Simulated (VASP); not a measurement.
Here is a VASP 6.6.1 calculation.

The input INCAR:

```
PREC = Accurate ; ENCUT = 520
EDIFF = 1E-7 ; ISMEAR = -1
SIGMA = 0.05 ; LREAL = Auto
LASPH = T ; NELM = 80
ALGO = Normal ; ISIF = 2
LWAVE = F ; LCHARG = F
GGA = PE ; IVDW = 12
NBANDS = 104
```

KPOINTS

```
Automatic mesh
0
Gamma
  2 3 1
```

The input POSCAR:

```
Cu16B
1.0
    7.2200000000      0.0000000000      0.0000000000
    0.0000000000      5.1053110000      0.0000000000
    0.0000000000      0.0000000000     14.8289830000
Cu B
16 1
Direct
    0.2500000000      0.2500000000      0.0674355000
    0.7500000000      0.2500000000      0.0674355000
    0.2500000000      0.7500000000      0.0674355000
    0.7500000000      0.7500000000      0.0674355000
    0.0081391348     -0.0013964718      0.1474728568
    0.4918123571     -0.0018925929      0.1478770023
    0.0081417366      0.5013839797      0.1474734529
    0.4918103993      0.5018789185      0.1478777620
    0.2510935137      0.2499818229      0.2509108500
    0.7503638646      0.2499873470      0.2223872231
    0.2507255169      0.7499844541      0.2533901726
    0.7508539184      0.7499848986      0.2324777957
   -0.0239404523      0.0057482814      0.3220549643
    0.5273094532      0.0055381316      0.3228491166
   -0.0239336109      0.4942172292      0.3220523156
    0.5273010386      0.4944327945      0.3228480891
    0.7523092581      0.2500056657      0.3539729382
```

Potentials or basis: VASP PAW PBE potentials, release 64 (Cu, B).

Run with:

```bash
$ cat potpaw_PBE.64/Cu/POTCAR potpaw_PBE.64/B/POTCAR > POTCAR
$ mpirun -np 1 vasp_std > vasp.out
```

**Question.** Estimate the largest force.

**Answer.** 0.585 eV/Å.

**Question.** What does it give for the dispersion energy per atom?

**Answer.** -0.334 eV.

**Question.** Estimate the band gap on the k mesh.

**Answer.** Zero (an odd number of electrons rules out a gap without spin polarisation).

Forces in eV/Å, atoms in the order of the input:
```
Cu   0.015  0.000  0.232
Cu  -0.009  0.000 -0.585
Cu   0.005  0.000  0.215
Cu  -0.006  0.000  0.092
Cu   0.008 -0.013 -0.009
Cu   0.011  0.009 -0.012
Cu   0.008  0.013 -0.009
Cu   0.011 -0.009 -0.012
Cu   0.017  0.000 -0.013
Cu  -0.006  0.000 -0.067
Cu   0.019  0.000 -0.018
Cu  -0.006  0.000  0.011
Cu   0.010 -0.040  0.046
Cu  -0.033 -0.026  0.020
Cu   0.010  0.041  0.046
Cu  -0.033  0.026  0.020
B   -0.024  0.000  0.043
```

Caveat: the k points lie up to 0.44 Å⁻¹ apart, too coarse for converged energies and pressures of a metal; there is no dipole correction, which matters where the two faces differ.
